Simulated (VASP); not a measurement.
The system is Si3Ag.

```
Si Ag
1.0
     0.00000    3.37994    3.37994
     3.37994    0.00000    3.37994
     3.37994    3.37994    0.00000
Si Ag
3 1
Direct
  0.00000 0.00000 0.00000
  0.25000 0.25000 0.25000
  0.75000 0.75000 0.75000
  0.50000 0.50000 0.50000
```

The cell was generated, and may not be a known phase.

```yaml
Program: VASP 6.6.1
Task: relaxation of cell and atoms
Functional: PBE
Potentials_or_basis: VASP PAW PBE potentials, release 64 (Si, Ag)
Cutoff: 600 eV
k_mesh: 4 × 4 × 4
Occupations: gaussian, width 0.1 eV
Spin: no spin polarisation
```

At the start: pressure -9.6 GPa; volume 19.31 Å³/atom.

Problem. Where does the relaxation end?

Solution. Over 3 steps the energy falls by 95.6 meV/atom and the volume is 16.54 Å³/atom (-14.3 %); space group Fm-3m (No. 225, to 0.1 Å) before and after.

The path:
| step | energy change (eV) | largest force (eV/Å) | pressure (GPa) | volume (Å³) |
| --- | --- | --- | --- | --- |
| 1 | 0.0000 | 0.0000 | -9.59 | 77.22 |
| 2 | -0.3763 | 0.0000 | 1.69 | 65.01 |
| 3 | -0.3825 | 0.0000 | 0.03 | 66.18 |

Final structure:
```
Si Ag
1.0
     0.00000    3.21042    3.21042
     3.21042    0.00000    3.21042
     3.21042    3.21042    0.00000
Si Ag
3 1
Direct
  0.00000 0.00000 0.00000
  0.25000 0.25000 0.25000
  0.75000 0.75000 0.75000
  0.50000 0.50000 0.50000
```

Caveat: the k points lie up to 0.42 Å⁻¹ apart in the final cell, too coarse for converged energies and pressures of a metal.
